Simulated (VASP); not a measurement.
Crystal: LiGeN.

```
Li Ge N
1.0
     2.98707    0.00000    0.00000
    -1.49353    2.58688    0.00000
     0.00000    0.00000    9.35306
Li Ge N
2 2 2
Direct
  0.66667 0.33333 0.74318
  0.33333 0.66667 0.24318
  0.00000 0.00000 0.49883
  0.00000 0.00000 0.99883
  0.33333 0.66667 0.60263
  0.66667 0.33333 0.10263
```

Program: VASP 6.6.1. Alike in all runs: task single point; potentials or basis VASP PAW PBE potentials, release 64 (Li_sv, Ge_d, N); no spin polarisation; cell as given; cutoff (eV) 520; smearing gaussian 0.01 eV.

Task: Order these runs on this cell by their band gap on the k mesh, lowest first.
A. level r2SCAN; k mesh 9 × 9 × 2
B. level r2SCAN; k mesh 12 × 12 × 4
C. level PBE; k mesh 12 × 12 × 4

Result: C (1.52 eV), B (1.86 eV), A (2.05 eV).

A k mesh can miss the band edges, odd and even meshes differently.
